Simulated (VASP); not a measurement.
Set up this calculation in VASP 6.6.1, as the native input.

| Item | Value |
| --- | --- |
| Task | single point |
| Functional | LDA |
| Potentials or basis | VASP PAW LDA potentials, release 64 (Sn_d, O) |
| Cutoff | 520 eV |
| k mesh | 4 × 4 × 6 |
| Occupations | fermi-dirac, width 0.03 eV |
| Spin | no spin polarisation |
| Dipole correction | no |
| Further INCAR settings | ALGO = Normal; EDIFF = 1e-07; NBANDS = 35 |

The structure of SnO2 lies in POSCAR:

```
SnO2
1.0
    4.7530888199      0.0000000000      0.0000000000
    0.0000000000      4.7530888199      0.0000000000
    0.0000000000      0.0000000000      3.1969861243
Sn O
2 4
Direct
    0.0000000000      0.0000000000      0.0000000000
    0.5000000000      0.5000000000      0.5000000000
    0.3056200000      0.3056200000      0.0000000000
    0.1943800000      0.8056200000      0.5000000000
    0.6943800000      0.6943800000      0.0000000000
    0.8056200000      0.1943800000      0.5000000000
```

This cell differs from its parent crystal: volume scaled by 1.01.

One way to write it, as run:

INCAR

```
SYSTEM = SnO2
ALGO = Normal ; EDIFF = 1E-7
ENCUT = 520 ; GGA = CA
ISIF = 2 ; ISMEAR = -1
LASPH = .True. ; LCHARG = .False.
LREAL = .False. ; LWAVE = .False.
NBANDS = 35 ; NELM = 100
PREC = Accurate ; SIGMA = 0.03
```

KPOINTS

```
k-points
0
Gamma
  4 4 6
  0 0 0
```

Potentials or basis: VASP PAW LDA potentials, release 64 (Sn_d, O).

Run with:

```bash
$ cat potpaw_LDA.64/Sn_d/POTCAR potpaw_LDA.64/O/POTCAR > POTCAR
$ mpirun -np 1 vasp_std > vasp.out
```

Results of the run:

```
Pressure               : -2.1 GPa
Largest force          : 0.082 eV/Å
Band gap on the k mesh : 1.02 eV, direct
```

Caveat: spin-orbit coupling is left out, which moves the levels of the heavy elements.

Wall time 75 s on 1 thread of Intel Xeon 8259CL, with other jobs on the host, peak memory 0.18 GiB.
